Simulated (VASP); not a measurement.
# Rb (I4/mmm) in VASP: further runs

The runs below take Rb through single point, with PBE-based screened hybrid with 25 % exact exchange, r2SCAN0.

Program: VASP 6.6.1. These are calculated values, not measurements. Logs are shortened: lines on timing, memory, paths and dates and some standing lists are left out, and cuts for length are marked.

### Step 1. The cell of the first run

The structure is tetragonal, space group I4/mmm (No. 139). The conventional cell has a = 5.909 Å, b = 5.909 Å, c = 5.462 Å, α = 90.00°, β = 90.00°, γ = 90.00°.

### Step 2. Single point, PBE-based screened hybrid with 25 % exact exchange

The input, POSCAR:

```
Rb
1.0
   -2.9545118600      2.9545118600      2.7308451950
    2.9545118600     -2.9545118600      2.7308451950
    2.9545118600      2.9545118600     -2.7308451950
Rb
1
Direct
    0.0000000000      0.0000000000      0.0000000000
```

The input, INCAR.step1:

```
SYSTEM = Rb
PREC = Accurate ; ENCUT = 400
EDIFF = 1E-5 ; ISMEAR = -1
SIGMA = 0.025 ; LREAL = .FALSE.
LASPH = .TRUE. ; NELM = 120
ALGO = Normal ; ISIF = 2
LWAVE = .TRUE. ; LCHARG = .FALSE.
GGA = PE ; NBANDS = 10
GGA_COMPAT = .FALSE.
```

The input, INCAR.step2:

```
SYSTEM = Rb
PREC = Accurate ; ENCUT = 400
EDIFF = 1E-6 ; ISMEAR = -1
SIGMA = 0.025 ; LREAL = .FALSE.
LASPH = .TRUE. ; NELM = 120
ALGO = Normal ; ISIF = 2
LWAVE = .FALSE. ; LCHARG = .FALSE.
GGA = PE ; LHFCALC = .TRUE.
AEXX = 0.25 ; HFSCREEN = 0.3
PRECFOCK = Normal ; ISTART = 1
NBANDS = 10 ; GGA_COMPAT = .FALSE.
```

The input, KPOINTS:

```
Automatic mesh
0
G
  5 5 5
  0 0 0
```

Potentials or basis: VASP PAW PBE potentials, release 64 (Rb_sv).

Command:

```bash
$ cat potpaw_PBE.64/Rb_sv/POTCAR > POTCAR
$ cp INCAR.step1 INCAR
$ mpirun -np 1 vasp_std > vasp.out
$ cp INCAR.step2 INCAR
$ mpirun -np 1 vasp_std > vasp.out
```

OUTCAR:

```text
SYSTEM = Rb
   PREC = Accurate
   ENCUT = 400
   EDIFF = 1E-6
   ISMEAR = -1
   LREAL = .FALSE.
   LASPH = .TRUE.
   NELM = 120
   ISIF = 2
   GGA = PE
   LHFCALC = .TRUE.
   AEXX = 0.25
   HFSCREEN = 0.3
   PRECFOCK = Normal
   ISTART = 1

 ion  position               nearest neighbor table
   1  0.000  0.000  0.000-

  LATTYP: Found a body centered tetragonal cell.
 ALAT       =     5.9090237200
 C/A-ratio  =     0.9242965757

  Lattice vectors:

 A1 = (  -2.9545118600,   2.9545118600,   2.7308451950)
 A2 = (   2.9545118600,  -2.9545118600,   2.7308451950)
 A3 = (   2.9545118600,   2.9545118600,  -2.7308451950)

Analysis of symmetry for initial positions (statically):
=====================================================================
 Subroutine PRICEL returns:
 Original cell was already a primitive cell.

 Routine SETGRP: Setting up the symmetry group for a
 body centered tetragonal supercell.

 Subroutine GETGRP returns: Found 16 space group operations
 (whereof 16 operations were pure point group operations)
 out of a pool of 16 trial point group operations.

The static configuration has the point symmetry D_4h.

Analysis of symmetry for dynamics (positions and initial velocities):
=====================================================================
 Subroutine PRICEL returns:
 Original cell was already a primitive cell.

 Routine SETGRP: Setting up the symmetry group for a
 body centered tetragonal supercell.

 Subroutine GETGRP returns: Found 16 space group operations
 (whereof 16 operations were pure point group operations)
 out of a pool of 16 trial point group operations.

The dynamic configuration has the point symmetry D_4h.

 Subroutine INISYM returns: Found 16 space group operations
 (whereof 16 operations are pure point group operations),
 and found     1 'primitive' translations

----------------------------------------------------------------------------------------

                                     Primitive cell

  volume of cell :      95.3517

  direct lattice vectors                    reciprocal lattice vectors
    -2.954511860  2.954511860  2.730845195     0.000000000  0.169232693  0.183093498
     2.954511860 -2.954511860  2.730845195     0.169232693  0.000000000  0.183093498
     2.954511860  2.954511860 -2.730845195     0.169232693  0.169232693  0.000000000

  length of vectors
     4.991572512  4.991572512  4.991572512     0.249324956  0.249324956  0.239331170

  position of ions in fractional coordinates (direct lattice)
     0.000000000  0.000000000  0.000000000

  ion indices of the primitive-cell ions
   primitive index   ion index
                 1           1

----------------------------------------------------------------------------------------

 KPOINTS: Automatic mesh

Automatic generation of k-mesh.
 Grid dimensions read from file:
 generate k-points for:    5    5    5

 Generating k-lattice:

  Cartesian coordinates                     Fractional coordinates (reciprocal lattice)
     0.000000000  0.033846539  0.036618700     0.200000000  0.000000000 -0.000000000
     0.033846539  0.000000000  0.036618700     0.000000000  0.200000000 -0.000000000
     0.033846539  0.033846539  0.000000000     0.000000000  0.000000000  0.200000000

  Length of vectors
     0.049864991  0.049864991  0.047866234

  Shift w.r.t. Gamma in fractional coordinates (k-lattice)
     0.000000000  0.000000000  0.000000000

 Subroutine IBZKPT returns following result:
 ===========================================

 Found     18 irreducible k-points:

 Following reciprocal coordinates:
            Coordinates               Weight
  0.000000  0.000000  0.000000      1.000000
  0.200000  0.000000 -0.000000      8.000000
  0.400000  0.000000  0.000000      8.000000
  0.200000  0.200000 -0.000000      8.000000
  0.400000  0.200000  0.000000     16.000000
 -0.400000  0.200000 -0.000000     16.000000
[... 10 lines left out ...]
 -0.400000  0.400000  0.400000      4.000000
 -0.400000 -0.400000  0.400000      2.000000
[... 50 lines left out ...]
     10       5.2725      0.00000

 k-point     4 :       0.2000    0.2000   -0.0000
  band No.  band energies     occupation
      1     -31.3324      2.00000
      2     -14.2939      2.00000
      3     -14.2545      2.00000
      4     -14.2423      2.00000
      5      -0.6853      2.00000
      6       2.1127      0.00000
      7       2.4651      0.00000
      8       4.4224      0.00000
      9       4.4429      0.00000
     10       5.4682      0.00000

 k-point     5 :       0.4000    0.2000    0.0000
  band No.  band energies     occupation
      1     -31.3315      2.00000
      2     -14.3048      2.00000
      3     -14.2714      2.00000
      4     -14.2428      2.00000
      5       0.6395      0.00000
      6       0.9089      0.00000
      7       2.0335      0.00000
      8       4.0032      0.00000
      9       4.8880      0.00000
     10       5.4220      0.00000

 k-point     6 :      -0.4000    0.2000   -0.0000
  band No.  band energies     occupation
      1     -31.3326      2.00000
      2     -14.2913      2.00000
      3     -14.2553      2.00000
      4     -14.2384      2.00000
      5      -0.7887      2.00000
      6       2.0597      0.00000
      7       2.6007      0.00000
      8       4.4152      0.00000
      9       4.5753      0.00000
     10       5.3151      0.00000
[... 105 lines left out ...]
 k-point    15 :      -0.2000   -0.4000    0.2000
  band No.  band energies     occupation
      1     -31.3311      2.00000
      2     -14.3013      2.00000
      3     -14.2699      2.00000
      4     -14.2561      2.00000
      5       0.2007      0.00006
      6       1.4917      0.00000
      7       2.7840      0.00000
      8       3.0609      0.00000
      9       4.6557      0.00000
     10       5.3282      0.00000

 k-point    16 :      -0.2000   -0.2000    0.2000
  band No.  band energies     occupation
      1     -31.3329      2.00000
      2     -14.2709      2.00000
      3     -14.2528      2.00000
      4     -14.2528      2.00000
      5      -1.0855      2.00000
      6       2.9720      0.00000
      7       3.1395      0.00000
      8       3.1395      0.00000
      9       4.2821      0.00000
     10       5.5907      0.00000

 k-point    17 :      -0.4000    0.4000    0.4000
  band No.  band energies     occupation
      1     -31.3297      2.00000
      2     -14.2927      2.00000
      3     -14.2890      2.00000
      4     -14.2775      2.00000
      5       0.8072      0.00000
      6       1.5593      0.00000
      7       2.9100      0.00000
      8       3.0117      0.00000
      9       3.6305      0.00000
     10       5.6100      0.00000

 k-point    18 :      -0.4000   -0.4000    0.4000
  band No.  band energies     occupation
      1     -31.3296      2.00000
      2     -14.2886      2.00000
      3     -14.2886      2.00000
      4     -14.2856      2.00000
      5       1.1325      0.00000
      6       1.4403      0.00000
      7       2.8984      0.00000
      8       2.8984      0.00000
      9       3.2852      0.00000
     10       5.9049      0.00000

------------------------ aborting loop because EDIFF is reached ----------------------------------------

  FORCE on cell =-STRESS in cart. coord.  units (eV):
  Direction    XX          YY          ZZ          XY          YZ          ZX
  --------------------------------------------------------------------------------------
  -------------------------------------------------------------------------------------
  Total       -0.0285617     -0.0285617     -0.0844187      0.0000000      0.0000000     -0.0000000
  in kB       -0.4799175     -0.4799175     -1.4184726      0.0000000      0.0000000     -0.0000000
  external PRESSURE =      -0.7927692 kB  Pullay stress =       0.0000000 kB

 VOLUME and BASIS-vectors are now :
 -----------------------------------------------------------------------------
  energy-cutoff  :      400.00
  volume of cell :       95.35
      direct lattice vectors                 reciprocal lattice vectors
    -2.954511860  2.954511860  2.730845195     0.000000000  0.169232693  0.183093498
     2.954511860 -2.954511860  2.730845195     0.169232693  0.000000000  0.183093498
     2.954511860  2.954511860 -2.730845195     0.169232693  0.169232693  0.000000000

 POSITION                                       TOTAL-FORCE (eV/Angst)
 -----------------------------------------------------------------------------------
      0.00000      0.00000      0.00000         0.000000     -0.000000     -0.000000
 -----------------------------------------------------------------------------------
    total drift:                                0.000000      0.000000     -0.000000

  FREE ENERGIE OF THE ION-ELECTRON SYSTEM (eV)
  ---------------------------------------------------
  free  energy   TOTEN  =        -0.9874003921 eV

  energy  without entropy=       -0.9833232479  energy(sigma->0) =       -0.98536182
```

Run time: 10 min. Hardware: 1 thread of Intel Xeon Platinum 8488C (Sapphire Rapids), shared host; peak memory 0.3 GiB.

Results:

| Quantity | Value |
| --- | --- |
| Free energy | -0.9874 eV |
| Pressure | -0.1 GPa |
| Band gap on the k mesh | zero (an odd number of electrons rules out a gap without spin polarisation) |

Levels at points of the mesh, in eV from the Fermi level:
| k point | band 1 | band 2 | band 3 | band 4 | band 5 | band 6 | band 7 | band 8 | band 9 | band 10 |
| --- | --- | --- | --- | --- | --- | --- | --- | --- | --- | --- |
| (0.00, 0.00, 0.00) | -31.28 | -14.17 | -14.17 | -14.17 | -2.07 | 3.68 | 4.11 | 4.11 | 4.58 | 5.16 |

Caveat: the PAW data sets were made with another functional, which shifts forces and pressure a little.

### Step 3. Single point, r2SCAN0

This run uses another cell than the first one, of 89.63 Å³/atom.

The input, POSCAR:

```
Rb
1.0
   -2.8941987776      2.8941987776      2.6750980186
    2.8941987776     -2.8941987776      2.6750980186
    2.8941987776      2.8941987776     -2.6750980186
Rb
1
Direct
    0.0000000000      0.0000000000      0.0000000000
```

The input, INCAR.step1:

```
  PREC = Accurate
  ENCUT = 520
  EDIFF = 1E-5
  ISMEAR = 0
  SIGMA = 0.1
  LREAL = F
  LASPH = T
  NELM = 80
  ALGO = Normal
  ISIF = 2
  LWAVE = T
  NBANDS = 10
  GGA = PE
```

The input, INCAR.step2:

```
  PREC = Accurate
  ENCUT = 520
  EDIFF = 1E-7
  ISMEAR = 0
  SIGMA = 0.1
  LREAL = F
  LASPH = T
  NELM = 80
  ALGO = Normal
  ISIF = 2
  LWAVE = F
  LCHARG = T
  METAGGA = R2SCAN
  LHFCALC = T
  AEXX = 0.25
  LMIXTAU = T
  PRECFOCK = Normal
  LELF = T
  LVHAR = T
  NBANDS = 10
  ISTART = 1
```

The input, KPOINTS:

```
regular mesh
0
Gamma
  4 4 4
```

Potentials or basis: VASP PAW PBE potentials, release 64 (Rb_sv).

Command:

```bash
$ cat potpaw_PBE.64/Rb_sv/POTCAR > POTCAR
$ cp INCAR.step1 INCAR
$ mpirun -np 1 vasp_std > vasp.out
$ cp INCAR.step2 INCAR
$ mpirun -np 1 vasp_std > vasp.out
```

Run time: 7 min. Hardware: 1 thread of Intel Xeon Platinum 8259CL at 2.50GHz (Skylake/Cascade Lake), shared host; peak memory 0.22 GiB.

It converged, with:

| Item | Value |
| --- | --- |
| Free energy | -10.9490 eV |
| Pressure | 0.3 GPa |
| Band gap on the k mesh | zero (an odd number of electrons rules out a gap without spin polarisation) |

Stress tensor (GPa, compression positive):
```
 0.39  0.00  0.00
 0.00  0.39  0.00
 0.00  0.00 -0.02
```

Levels at points of the mesh, in eV from the Fermi level:
| k point | band 1 | band 2 | band 3 | band 4 | band 5 | band 6 | band 7 | band 8 |
| --- | --- | --- | --- | --- | --- | --- | --- | --- |
| (0.00, 0.00, 0.00) | -32.45 | -14.92 | -14.92 | -14.92 | -2.65 | 4.66 | 5.14 | 5.14 |
| (0.50, 0.00, 0.00) | -32.44 | -15.03 | -14.96 | -14.93 | 0.95 | 1.35 | 3.51 | 5.68 |
| (0.50, 0.50, 0.00) | -32.44 | -15.03 | -14.95 | -14.92 | 0.74 | 1.07 | 4.01 | 5.41 |
| (0.50, 0.50, 0.50) | -32.44 | -15.00 | -15.00 | -14.98 | 1.90 | 2.16 | 3.92 | 3.92 |

Caveat: the k points lie up to 0.40 Å⁻¹ apart, too coarse for converged energies and pressures of a metal; the PAW data sets were made with another functional, which shifts forces and pressure a little.

### Step 4. Single point, r2SCAN0

This run uses another cell than the first one, of 91.54 Å³/atom.

The input, POSCAR:

```
Rb
1.0
   -2.9145811306      2.9145811306      2.6939373577
    2.9145811306     -2.9145811306      2.6939373577
    2.9145811306      2.9145811306     -2.6939373577
Rb
1
Direct
    0.0000000000      0.0000000000      0.0000000000
```

The input, INCAR.step1:

```
SYSTEM = Rb
PREC     = Accurate       ! precision mode
ENCUT    = 520            ! plane-wave cutoff, eV
EDIFF    = 1E-5           ! SCF threshold, eV
ISMEAR   = 0              ! smearing method
SIGMA    = 0.1            ! smearing width, eV
LREAL    = .False.        ! projectors in reciprocal space
LASPH    = .True.         ! aspherical terms in the spheres
NELM     = 80             ! most SCF steps
ALGO     = Normal         ! electronic algorithm
ISIF     = 2              ! what is computed and relaxed
LWAVE    = .True.         ! write WAVECAR
LCHARG   = .False.        ! write CHGCAR
NBANDS   = 10             ! bands
GGA      = PE             ! functional
```

The input, INCAR.step2:

```
SYSTEM = Rb
PREC     = Accurate       ! precision mode
ENCUT    = 520            ! plane-wave cutoff, eV
EDIFF    = 1E-6           ! SCF threshold, eV
ISMEAR   = 0              ! smearing method
SIGMA    = 0.1            ! smearing width, eV
LREAL    = .False.        ! projectors in reciprocal space
LASPH    = .True.         ! aspherical terms in the spheres
NELM     = 80             ! most SCF steps
ALGO     = Normal         ! electronic algorithm
ISIF     = 2              ! what is computed and relaxed
LWAVE    = .False.        ! write WAVECAR
LCHARG   = .False.        ! write CHGCAR
METAGGA  = R2SCAN         ! meta-GGA
LHFCALC  = .True.         ! exact exchange
AEXX     = 0.25           ! exact-exchange fraction
LMIXTAU  = .True.       
PRECFOCK = Normal       
NBANDS   = 10             ! bands
ISTART   = 1
```

The input, KPOINTS:

```
Automatic mesh
0
Gamma
  4 4 4
  0 0 0
```

Command:

```bash
$ cat potpaw_PBE.64/Rb_sv/POTCAR > POTCAR
$ cp INCAR.step1 INCAR
$ mpirun -np 1 vasp_std > vasp.out
$ cp INCAR.step2 INCAR
$ mpirun -np 1 vasp_std > vasp.out
```

Run time: 5.8 min. Hardware: 1 thread of Intel Xeon Platinum 8259CL at 2.50GHz (Skylake/Cascade Lake), shared host; peak memory 0.26 GiB.

Results (log left out):

```yaml
Free_energy: -10.9517 eV
Pressure: 0.2 GPa
Band_gap_on_the_k_mesh: zero (an odd number of electrons rules out a gap without spin polarisation)
```

Stress tensor (GPa, compression positive):
```
 0.31  0.00  0.00
 0.00  0.31  0.00
 0.00  0.00 -0.09
```

Levels at points of the mesh, in eV from the Fermi level:
```csv
k point,band 1,band 2,band 3,band 4,band 5,band 6,band 7,band 8
"(0.00, 0.00, 0.00)",-32.46,-14.94,-14.94,-14.93,-2.62,4.64,5.12,5.12
"(0.50, 0.00, 0.00)",-32.45,-15.03,-14.97,-14.94,0.95,1.33,3.50,5.62
"(0.50, 0.50, 0.00)",-32.45,-15.04,-14.96,-14.93,0.74,1.05,3.99,5.36
"(0.50, 0.50, 0.50)",-32.45,-15.01,-15.01,-14.99,1.92,2.18,3.86,3.86
```

Caveat: the k points lie up to 0.40 Å⁻¹ apart, too coarse for converged energies and pressures of a metal; the PAW data sets were made with another functional, which shifts forces and pressure a little.

### Step 5. Single point, r2SCAN0

This run uses another cell than the first one, of 93.44 Å³/atom.

The input, POSCAR:

```
Rb
1.0
   -2.9346823254      2.9346823254      2.7125168232
    2.9346823254     -2.9346823254      2.7125168232
    2.9346823254      2.9346823254     -2.7125168232
Rb
1
Direct
    0.0000000000      0.0000000000      0.0000000000
```

The input, INCAR.step1:

```
SYSTEM = Rb
  ALGO = Normal
  EDIFF = 1E-5
  ENCUT = 520
  GGA = PE
  ISIF = 2
  ISMEAR = 0
  LASPH = .TRUE.
  LCHARG = .FALSE.
  LREAL = .FALSE.
  LWAVE = .TRUE.
  NBANDS = 10
  NELM = 60
  PREC = Accurate
  SIGMA = 0.1
```

The input, INCAR.step2:

```
SYSTEM = Rb
  AEXX = 0.25
  ALGO = Normal
  EDIFF = 1E-6
  ENCUT = 520
  ISIF = 2
  ISMEAR = 0
  ISTART = 1
  LASPH = .TRUE.
  LCHARG = .FALSE.
  LHFCALC = .TRUE.
  LMIXTAU = .TRUE.
  LREAL = .FALSE.
  LWAVE = .FALSE.
  METAGGA = R2SCAN
  NBANDS = 10
  NELM = 60
  PREC = Accurate
  PRECFOCK = Normal
  SIGMA = 0.1
```

The input, KPOINTS:

```
k-points
0
G
  4 4 4
  0 0 0
```

Command:

```bash
$ cat potpaw_PBE.64/Rb_sv/POTCAR > POTCAR
$ cp INCAR.step1 INCAR
$ mpirun -np 1 vasp_std > vasp.out
$ cp INCAR.step2 INCAR
$ mpirun -np 1 vasp_std > vasp.out
```

Run time: 5.4 min. Hardware: 1 thread of Intel Xeon Platinum 8259CL at 2.50GHz (Skylake/Cascade Lake), shared host; peak memory 0.26 GiB.

The run converged. Its results:

```yaml
Free_energy: -10.9535 eV
Pressure: 0.1 GPa
Band_gap_on_the_k_mesh: zero (an odd number of electrons rules out a gap without spin polarisation)
```

Stress tensor (GPa, compression positive):
```
 0.25  0.00  0.00
 0.00  0.25  0.00
 0.00  0.00 -0.15
```

Levels at points of the mesh, in eV from the Fermi level:
```
           k point  band 1  band 2  band 3  band 4  band 5  band 6  band 7  band 8  band 9
(0.00, 0.00, 0.00)  -32.47  -14.95  -14.95  -14.95   -2.59    4.62    5.09    5.09    5.58
(0.50, 0.00, 0.00)  -32.46  -15.04  -14.98  -14.95    0.96    1.31    3.49    5.57    6.00
(0.50, 0.50, 0.00)  -32.46  -15.04  -14.97  -14.95    0.75    1.04    3.98    5.32    6.40
(0.50, 0.50, 0.50)  -32.46  -15.02  -15.02  -15.00    1.93    2.19    3.80    3.80    4.69
```

Caveat: the k points lie up to 0.39 Å⁻¹ apart, too coarse for converged energies and pressures of a metal; the PAW data sets were made with another functional, which shifts forces and pressure a little.

### Step 6. Overview

```tsv
level	cell	k mesh	cutoff (eV)	smearing	screening parameter	gap on the mesh (eV)	pressure (GPa)
PBE-based screened hybrid with 25 % exact exchange	a = 4.992 Å, angles 107.4, 107.4, 113.7°, 1 atom	5 × 5 × 5	400	fermi-dirac 0.025 eV	0.3 1/Å	none	-0.1
r2SCAN0	a = 4.890 Å, angles 107.4, 107.4, 113.7°, 1 atom	4 × 4 × 4	520	gaussian 0.1 eV	-	none	0.3
r2SCAN0	a = 4.924 Å, angles 107.4, 107.4, 113.7°, 1 atom	4 × 4 × 4	520	gaussian 0.1 eV	-	none	0.2
r2SCAN0	a = 4.958 Å, angles 107.4, 107.4, 113.7°, 1 atom	4 × 4 × 4	520	gaussian 0.1 eV	-	none	0.1
```

Alike in all rows: task single point; potentials or basis VASP PAW PBE potentials, release 64 (Rb_sv); no spin polarisation.

Caveats: some runs use coarse meshes; the PAW data sets were made with another functional, which shifts forces and pressure a little.

Total energies depend on the potentials used, so only differences within one code and one set of settings carry meaning.
